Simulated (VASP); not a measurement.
# WS2 in VASP: a series of runs

The runs below take WS2 through single point, with PBEsol+D3(BJ).

All numbers are computed with VASP 6.6.1; they aren't measurements. Logs are shortened: lines on timing, memory, paths and dates and some standing lists are left out, and cuts for length are marked.

### 1 The cell of the first run

The cell holds a slab with vacuum, 3 atoms: a = 3.124 Å, b = 3.124 Å, c = 16.938 Å, α = 90.00°, β = 90.00°, γ = 120.00°.

### 2 Single point, PBEsol+D3(BJ) (mode 4 frozen in at -0.046 Å and mode 9 at -0.078 Å (largest displacements))

INCAR reads:

```
SYSTEM = WS2
PREC = Accurate
ENCUT = 520
EDIFF = 1E-7
ISMEAR = 0
SIGMA = 0.05
LREAL = .FALSE.
LASPH = .TRUE.
NELM = 100
ALGO = Normal
ISIF = 2
LWAVE = .FALSE.
LCHARG = .TRUE.
GGA = PS
IVDW = 12
LELF = .TRUE.
LVHAR = .TRUE.
NBANDS = 20
```

KPOINTS reads:

```
Automatic mesh
0
G
  12 12 2
  0 0 0
```

POSCAR reads:

```
WS2
1.0
    3.1239380587      0.0000000000      0.0000000000
   -1.5619690294      2.7054097187      0.0000000000
    0.0000000000      0.0000000000     16.9375357456
W S
1 2
Direct
    0.3333333333      0.6666666667      0.0016144304
    0.6520697063      0.3333333333      0.9025223990
    0.6812636270      0.3333333333      0.0882200560
```

Potentials or basis: VASP PAW PBE potentials, release 64 (W_sv, S).

Run with:

```console
$ cat potpaw_PBE.64/W_sv/POTCAR potpaw_PBE.64/S/POTCAR > POTCAR
$ mpirun -np 1 vasp_std > vasp.out
```

OUTCAR:

```text
SYSTEM = WS2
   PREC = Accurate
   ENCUT = 520
   EDIFF = 1E-7
   ISMEAR = 0
   LREAL = .FALSE.
   LASPH = .TRUE.
   NELM = 100
   ISIF = 2
   GGA = PS
   IVDW = 12
 IVDW          = 12

 ion  position               nearest neighbor table
   1  0.333  0.667  0.002-   3 2.29   3 2.33   3 2.36   2 2.44   2 2.46   2 2.49
   2  0.652  0.333  0.903-   1 2.44   1 2.46   1 2.49
   3  0.681  0.333  0.088-   1 2.29   1 2.33   1 2.36

  LATTYP: Found a hexagonal cell.
 ALAT       =     3.1239380587
 C/A-ratio  =     5.4218538996

  Lattice vectors:

 A1 = (   3.1239380587,   0.0000000000,   0.0000000000)
 A2 = (  -1.5619690294,   2.7054097187,   0.0000000000)
 A3 = (   0.0000000000,   0.0000000000,  16.9375357456)

Analysis of symmetry for initial positions (statically):
=====================================================================
 Subroutine PRICEL returns:
 Original cell was already a primitive cell.

 Routine SETGRP: Setting up the symmetry group for a
 hexagonal supercell.

 Subroutine GETGRP returns: Found  1 space group operations
 (whereof  1 operations were pure point group operations)
 out of a pool of 24 trial point group operations.

The static configuration has the point symmetry C_1 .

Analysis of symmetry for dynamics (positions and initial velocities):
=====================================================================
 Subroutine PRICEL returns:
 Original cell was already a primitive cell.

 Routine SETGRP: Setting up the symmetry group for a
 hexagonal supercell.

 Subroutine GETGRP returns: Found  1 space group operations
 (whereof  1 operations were pure point group operations)
 out of a pool of 24 trial point group operations.

The dynamic configuration has the point symmetry C_1 .

 Subroutine INISYM returns: Found  1 space group operations
 (whereof  1 operations are pure point group operations),
 and found     1 'primitive' translations

----------------------------------------------------------------------------------------

                                     Primitive cell

  volume of cell :     143.1481

  direct lattice vectors                    reciprocal lattice vectors
     3.123938059  0.000000000  0.000000000     0.320108780  0.184814890  0.000000000
    -1.561969029  2.705409719  0.000000000     0.000000000  0.369629780  0.000000000
     0.000000000  0.000000000 16.937535746     0.000000000  0.000000000  0.059040466
[... 83 lines left out ...]
   LASPH  =      T    aspherical Exc in radial PAW
   ENCUT  =  520.0 eV  38.22 Ry    6.18 a.u.   5.81  5.81 31.49*2*pi/ulx,y,z
   NELM   =    100;   NELMIN=  2; NELMDL= -5     # of ELM steps
   EDIFF  = 0.1E-06   stopping-criterion for ELM
   LREAL  =      F    real-space projection
   EDIFFG = 0.1E-05   stopping-criterion for IOM
   NSW    =      0    number of steps for IOM
   IBRION =     -1    ionic relax: 0-MD 1-quasi-New 2-CG
   NFREE  =      0    steps in history (QN), initial steepest desc. (CG)
   ISIF   =      2    stress and relaxation
   ISYM   =      2    0-nonsym 1-usesym 2-fastsym
   POTIM  = 0.5000    time-step for ionic-motion
   TEBEG  =    0.0;   TEEND  =   0.0 temperature during run
   PSTRESS=    0.0 pullay stress
   NELECT =      26.0000    total number of electrons
   NUPDOWN=      -1.0000    fix difference up-down
   EMIN   =  10.00;   EMAX   =-10.00  energy-range for DOS
   EFERMI =   0.00;   METHOD = LEGACY
   ISMEAR =     0;   SIGMA  =   0.05  broadening in eV -4-tet -1-fermi 0-gaus
   EFERMI_NEDOS =   21; number of points for ismear=-14 and -15
   IALGO  =     38    algorithm
   IMIX   =      4    mixing-type and parameters
     AMIX     =   0.40;   BMIX     =  1.00
     AMIX_MAG =   1.60;   BMIX_MAG =  1.00
  volume/ion in A,a.u.               =      47.72       322.00
  Fermi-wavevector in a.u.,A,eV,Ry     =   0.927123  1.752009 11.694985  0.859557
  Thomas-Fermi vector in A             =   2.053159
   LORBIT       =      0    0 simple, 1 ext, 2 COOP (PROOUT), +10 PAW based schemes
   GGA     = PS    functional components
   LHFCALC =     F    Hartree Fock is set to
   AEXX    =    0.0000 exact exchange contribution
   IVDW    =    12    specifies the selected vdW correction
   LEPSILON=     F    determine dielectric tensor
   LRPA    =     F    only Hartree local field effects (RPA)
 non-spin polarized calculation
 Gauss-broadening in eV      SIGMA  =   0.05
  energy-cutoff  :      520.00
  volume of cell :      143.15
 maximum number of plane-waves:      3892
   NGX = 11   NGY = 11   NGZ = 63

 number of electron      26.0000000 magnetization

 Free energy of the ion-electron system (eV)
  ---------------------------------------------------
  ext. energy  EPLUGINS =         0.00000000
  ---------------------------------------------------
  free energy    TOTEN  =       -25.03028444 eV

  energy without entropy =      -25.03028444  energy(sigma->0) =      -25.03028444

 E-fermi :  -0.8301     XC(G=0):  -4.6361

 val. band max:       -1.1131832082   @ k =   0.0000   0.0000   0.0000
 cond. band min:       0.7846523102   @ k =  -0.1667   0.3333   0.0000
 fundamental gap:      1.8978355183
 Fermi energy:        -0.8300810827

 k-point     1 :       0.0000    0.0000    0.0000
  band No.  band energies     occupation
      1     -74.9424      2.00000
      2     -39.2477      2.00000
      3     -39.0328      2.00000
      4     -39.0235      2.00000
      5     -16.0616      2.00000
      6     -14.3262      2.00000
[... 541 lines left out ...]
     19       5.4140      0.00000
     20       6.3522      0.00000

 [... further k-points ...]

------------------------ aborting loop because EDIFF is reached ----------------------------------------

 Edisp (eV)   -0.75922

 E8    (eV) :    -0.5103

  FORCE on cell =-STRESS in cart. coord.  units (eV):
  Direction    XX          YY          ZZ          XY          YZ          ZX
  --------------------------------------------------------------------------------------
  -------------------------------------------------------------------------------------
  Total       0.49542     0.49133     0.38433     0.26269    -0.01742    -1.51408
  in kB       5.54496     5.49917     4.30157     2.94010    -0.19497   -16.94621
  external pressure =        5.12 kB  Pullay stress =        0.00 kB

 VOLUME and BASIS-vectors are now :
 -----------------------------------------------------------------------------
  energy-cutoff  :      520.00
  volume of cell :      143.15
      direct lattice vectors                 reciprocal lattice vectors
     3.123938059  0.000000000  0.000000000     0.320108780  0.184814890  0.000000000
    -1.561969029  2.705409719  0.000000000     0.000000000  0.369629780  0.000000000
     0.000000000  0.000000000 16.937535746     0.000000000  0.000000000  0.059040466

 POSITION                                       TOTAL-FORCE (eV/Angst)
 -----------------------------------------------------------------------------------
     -0.00000      1.80361      0.02734         0.245656      0.038080     -3.611749
      1.51637      0.90180     15.28651         0.366941     -0.012227      1.548669
      1.60757      0.90180      1.49423        -0.612597     -0.025853      2.063079
 -----------------------------------------------------------------------------------
    total drift:                               -0.000031     -0.000000      0.000142

  FREE ENERGIE OF THE ION-ELECTRON SYSTEM (eV)
  ---------------------------------------------------
  free  energy   TOTEN  =       -25.7895073912 eV

  energy  without entropy=      -25.7895073912  energy(sigma->0) =      -25.78950739
```

OSZICAR:

```text
N       E                     dE             d eps       ncg     rms          rms(c)
DAV:   1     0.177139875322E+03    0.17714E+03   -0.13957E+04  7104   0.109E+03
DAV:   2    -0.128419069649E+02   -0.18998E+03   -0.18475E+03  7600   0.261E+02
DAV:   3    -0.260531810278E+02   -0.13211E+02   -0.13114E+02  7840   0.669E+01
[... 16 lines left out ...]
DAV:  20    -0.250302803780E+02   -0.79663E-06   -0.29853E-08  6608   0.861E-04    0.585E-04
DAV:  21    -0.250302840111E+02   -0.36331E-05   -0.20487E-07  5408   0.117E-03    0.189E-04
DAV:  22    -0.250302842265E+02   -0.21542E-06   -0.62271E-09  6032   0.315E-04    0.145E-04
DAV:  23    -0.250302843649E+02   -0.13839E-06   -0.27109E-09  4624   0.167E-04    0.127E-04
DAV:  24    -0.250302844351E+02   -0.70266E-07   -0.17693E-09  4892   0.122E-04
   1 F= -.25789507E+02 E0= -.25789507E+02  d E =-.241067E-17
```

stdout:

```text
POSCAR found type information on POSCAR W S
 POSCAR found :  2 types and       3 ions
 scaLAPACK will be used
 -----------------------------------------------------------------------------
|                                                                             |
|                                                                             |
|     You enforced a specific xc type in the INCAR file but a different       |
|     I HOPE YOU KNOW WHAT YOU ARE DOING!                                     |
|                                                                             |
 -----------------------------------------------------------------------------

 LDA part: xc-table for (Slater+PW92), standard interpolation
 POSCAR, INCAR and KPOINTS ok, starting setup
 FFT: planning ... GRIDC
 FFT: planning ... GRID_SOFT
 FFT: planning ... GRID
 WAVECAR not read
 entering main loop
```

Run time: 3.3 min. Hardware: 1 thread of Intel Xeon 6975P-C (Granite Rapids), shared host; peak memory 0.53 GiB.

What came out:

| Property | Result |
| --- | --- |
| Free energy | -25.7895 eV |
| Largest force | 3.620 eV/Å |
| Band gap on the k mesh | 1.90 eV, indirect (least direct gap 2.03 eV) |
| Dispersion energy per atom | -0.253 eV |

Forces in eV/Å, atoms in the order of the input:
```
W    0.246  0.038 -3.612
S    0.367 -0.012  1.549
S   -0.613 -0.026  2.063
```

Levels at points of the mesh, in eV from the valence-band top:
```tsv
k point	band 10	band 11	band 12	band 13	band 14	band 15	band 16	band 17
(0.00, 0.00, 0.00)	-2.32	-1.34	-1.34	0.00	2.72	2.89	3.47	3.68
(0.50, 0.00, 0.00)	-3.44	-2.20	-1.03	-0.95	3.11	3.38	4.07	4.93
(0.00, 0.50, 0.00)	-3.47	-2.22	-1.01	-0.89	3.11	3.40	4.12	4.91
(0.50, 0.50, 0.00)	-3.51	-2.26	-1.00	-0.83	3.12	3.43	4.16	4.96
(0.00, 0.00, 0.50)	-2.32	-1.34	-1.34	0.00	2.72	2.89	3.47	3.68
(0.50, 0.00, 0.50)	-3.44	-2.20	-1.03	-0.95	3.11	3.38	4.07	4.93
(0.00, 0.50, 0.50)	-3.47	-2.22	-1.01	-0.89	3.11	3.40	4.12	4.91
(0.50, 0.50, 0.50)	-3.51	-2.26	-1.00	-0.83	3.12	3.43	4.16	4.96
```

Caveat: the cell differs from its parent crystal (mode 4 frozen in at -0.046 Å and mode 9 at -0.078 Å (largest displacements)); the PAW data sets were made with another functional, which shifts forces and pressure a little; spin-orbit coupling is left out, which moves the levels of the heavy elements.

### 3 Single point, PBEsol+D3(BJ) (mode 4 frozen in at -0.030 Å and mode 9 at -0.059 Å (largest displacements))

INCAR reads:

```
SYSTEM = WS2
  PREC = Accurate
  ENCUT = 520
  EDIFF = 1E-6
  ISMEAR = 0
  SIGMA = 0.05
  LREAL = .False.
  LASPH = .True.
  NELM = 100
  ALGO = Normal
  ISIF = 2
  LWAVE = .False.
  LCHARG = .True.
  GGA = PS
  IVDW = 12
  LELF = .True.
  LVHAR = .True.
  NBANDS = 20
```

KPOINTS reads:

```
Automatic mesh
0
Gamma
  12 12 2
  0 0 0
```

POSCAR reads:

```
WS2
1.0
    3.1239380587      0.0000000000      0.0000000000
   -1.5619690294      2.7054097187      0.0000000000
    0.0000000000      0.0000000000     16.9375357456
W S
1 2
Direct
    0.3333333333      0.6666666667      0.0012108228
    0.6569353598      0.3333333333      0.9036795921
    0.6763979736      0.3333333333      0.0893772491
```

Potentials or basis: VASP PAW PBE potentials, release 64 (W_sv, S).

Run with:

```console
$ cat potpaw_PBE.64/W_sv/POTCAR potpaw_PBE.64/S/POTCAR > POTCAR
$ mpirun -np 1 vasp_std > vasp.out
```

Run time: 4 min. Hardware: 1 thread of Intel Xeon 6975P-C (Granite Rapids), shared host; peak memory 0.54 GiB.

It converged, with:

* Free energy: -25.8854 eV
* Largest force: 2.715 eV/Å
* Band gap on the k mesh: 1.95 eV, indirect (least direct gap 2.04 eV)
* Dispersion energy per atom: -0.253 eV

Forces in eV/Å, atoms in the order of the input:
```
W    0.122  0.016 -2.712
S    0.262 -0.006  1.207
S   -0.384 -0.011  1.505
```

Levels at points of the mesh, in eV from the valence-band top:
```csv
k point,band 11,band 12,band 13,band 14,band 15,band 16
"(0.00, 0.00, 0.00)",-1.40,-1.40,-0.08,2.82,2.93,3.40
"(0.50, 0.00, 0.00)",-2.21,-1.06,-0.95,3.12,3.44,4.10
"(0.00, 0.50, 0.00)",-2.23,-1.05,-0.93,3.12,3.45,4.12
"(0.50, 0.50, 0.00)",-2.25,-1.05,-0.89,3.13,3.46,4.14
"(0.00, 0.00, 0.50)",-1.40,-1.40,-0.08,2.82,2.93,3.40
"(0.50, 0.00, 0.50)",-2.21,-1.06,-0.95,3.12,3.44,4.10
"(0.00, 0.50, 0.50)",-2.23,-1.05,-0.93,3.12,3.45,4.12
"(0.50, 0.50, 0.50)",-2.25,-1.05,-0.89,3.13,3.46,4.14
```

Caveat: the cell differs from its parent crystal (mode 4 frozen in at -0.030 Å and mode 9 at -0.059 Å (largest displacements)); the PAW data sets were made with another functional, which shifts forces and pressure a little; spin-orbit coupling is left out, which moves the levels of the heavy elements.

### 4 Single point, PBEsol+D3(BJ) (mode 4 frozen in at -0.046 Å and mode 9 at -0.039 Å (largest displacements))

INCAR reads:

```
  PREC = Accurate
  ENCUT = 520
  EDIFF = 1E-6
  ISMEAR = 0
  SIGMA = 0.05
  LREAL = False
  LASPH = True
  NELM = 100
  ALGO = Normal
  ISIF = 2
  LWAVE = False
  LCHARG = False
  GGA = PS
  IVDW = 12
  NBANDS = 20
```

KPOINTS reads:

```
Automatic mesh
0
Gamma
  12 12 2
```

POSCAR reads:

```
WS2
1.0
    3.1239380587      0.0000000000      0.0000000000
   -1.5619690294      2.7054097187      0.0000000000
    0.0000000000      0.0000000000     16.9375357456
W S
1 2
Direct
    0.3333333333      0.6666666667      0.0008072152
    0.6520697063      0.3333333333      0.9048367852
    0.6812636270      0.3333333333      0.0905344422
```

Run with:

```console
$ cat potpaw_PBE.64/W_sv/POTCAR potpaw_PBE.64/S/POTCAR > POTCAR
$ mpirun -np 1 vasp_std > vasp.out
```

Wall time 3.9 min (1 thread of Intel Xeon 6975P-C (Granite Rapids), shared host); peak memory 0.53 GiB.

It converged, with:

| Item | Value |
| --- | --- |
| Free energy | -25.9331 eV |
| Largest force | 1.819 eV/Å |
| Band gap on the k mesh | 1.96 eV, indirect (least direct gap 2.04 eV) |
| Dispersion energy per atom | -0.253 eV |

Forces in eV/Å, atoms in the order of the input:
```
W    0.122  0.036 -1.814
S    0.420 -0.015  0.808
S   -0.542 -0.022  1.006
```

Levels at points of the mesh, in eV from the valence-band top:
| k point | band 9 | band 10 | band 11 | band 12 | band 13 | band 14 | band 15 | band 16 | band 17 | band 18 |
| --- | --- | --- | --- | --- | --- | --- | --- | --- | --- | --- |
| (0.00, 0.00, 0.00) | -2.86 | -2.27 | -1.48 | -1.47 | -0.16 | 2.85 | 3.01 | 3.26 | 3.44 | 5.12 |
| (0.50, 0.00, 0.00) | -4.55 | -3.43 | -2.24 | -1.11 | -0.98 | 3.11 | 3.45 | 4.07 | 4.90 | 5.31 |
| (0.00, 0.50, 0.00) | -4.57 | -3.44 | -2.25 | -1.10 | -0.96 | 3.11 | 3.45 | 4.11 | 4.87 | 5.30 |
| (0.50, 0.50, 0.00) | -4.57 | -3.46 | -2.27 | -1.09 | -0.93 | 3.11 | 3.47 | 4.13 | 4.91 | 5.27 |
| (0.00, 0.00, 0.50) | -2.86 | -2.27 | -1.48 | -1.47 | -0.16 | 2.85 | 3.01 | 3.26 | 3.44 | 5.21 |
| (0.50, 0.00, 0.50) | -4.55 | -3.43 | -2.24 | -1.11 | -0.98 | 3.11 | 3.45 | 4.07 | 4.90 | 5.31 |
| (0.00, 0.50, 0.50) | -4.57 | -3.44 | -2.25 | -1.10 | -0.96 | 3.11 | 3.45 | 4.11 | 4.87 | 5.30 |
| (0.50, 0.50, 0.50) | -4.57 | -3.46 | -2.27 | -1.09 | -0.93 | 3.11 | 3.47 | 4.13 | 4.91 | 5.27 |

Caveat: the cell differs from its parent crystal (mode 4 frozen in at -0.046 Å and mode 9 at -0.039 Å (largest displacements)); the PAW data sets were made with another functional, which shifts forces and pressure a little; spin-orbit coupling is left out, which moves the levels of the heavy elements.

### 5 Single point, PBEsol+D3(BJ) (mode 4 frozen in at -0.061 Å and mode 9 at -0.020 Å (largest displacements))

INCAR reads:

```
SYSTEM = WS2
  PREC = Accurate
  ENCUT = 520
  EDIFF = 1E-7
  ISMEAR = 0
  SIGMA = 0.05
  LREAL = .False.
  LASPH = .True.
  NELM = 100
  ALGO = Normal
  ISIF = 2
  LWAVE = .False.
  LCHARG = .False.
  GGA = PS
  IVDW = 12
  NBANDS = 20
```

KPOINTS reads:

```
Automatic mesh
0
Gamma
  12 12 2
  0 0 0
```

POSCAR reads:

```
WS2
1.0
    3.1239380587      0.0000000000      0.0000000000
   -1.5619690294      2.7054097187      0.0000000000
    0.0000000000      0.0000000000     16.9375357456
W S
1 2
Direct
    0.3333333333      0.6666666667      0.0004036076
    0.6472040529      0.3333333333      0.9059939784
    0.6861292805      0.3333333333      0.0916916354
```

Run with:

```console
$ cat potpaw_PBE.64/W_sv/POTCAR potpaw_PBE.64/S/POTCAR > POTCAR
$ mpirun -np 1 vasp_std > vasp.out
```

It took 4.1 min on 1 thread of Intel Xeon 6975P-C (Granite Rapids), shared host; peak memory 0.53 GiB.

Results (log left out):

| Item | Value |
| --- | --- |
| Free energy | -25.9521 eV |
| Largest force | 0.916 eV/Å |
| Band gap on the k mesh | 1.97 eV, indirect (least direct gap 2.03 eV) |
| Dispersion energy per atom | -0.253 eV |

Forces on the atoms (eV/Å):
```
W    0.081  0.064 -0.910
S    0.597 -0.029  0.374
S   -0.678 -0.035  0.536
```

Levels at points of the mesh, in eV from the valence-band top:
```tsv
k point	band 9	band 10	band 11	band 12	band 13	band 14	band 15	band 16	band 17	band 18
(0.00, 0.00, 0.00)	-2.84	-2.25	-1.53	-1.51	-0.20	2.88	3.01	3.21	3.36	5.11
(0.50, 0.00, 0.00)	-4.57	-3.43	-2.27	-1.13	-0.99	3.10	3.45	4.06	4.88	5.29
(0.00, 0.50, 0.00)	-4.59	-3.43	-2.27	-1.12	-0.98	3.10	3.45	4.10	4.82	5.30
(0.50, 0.50, 0.00)	-4.58	-3.46	-2.29	-1.12	-0.95	3.10	3.47	4.10	4.89	5.27
(0.00, 0.00, 0.50)	-2.84	-2.25	-1.53	-1.51	-0.20	2.88	3.01	3.21	3.36	5.21
(0.50, 0.00, 0.50)	-4.57	-3.43	-2.27	-1.13	-0.99	3.10	3.45	4.06	4.88	5.29
(0.00, 0.50, 0.50)	-4.59	-3.43	-2.27	-1.12	-0.98	3.10	3.45	4.10	4.82	5.30
(0.50, 0.50, 0.50)	-4.58	-3.46	-2.29	-1.12	-0.95	3.10	3.47	4.10	4.89	5.27
```

Caveat: the cell differs from its parent crystal (mode 4 frozen in at -0.061 Å and mode 9 at -0.020 Å (largest displacements)); the PAW data sets were made with another functional, which shifts forces and pressure a little; spin-orbit coupling is left out, which moves the levels of the heavy elements.
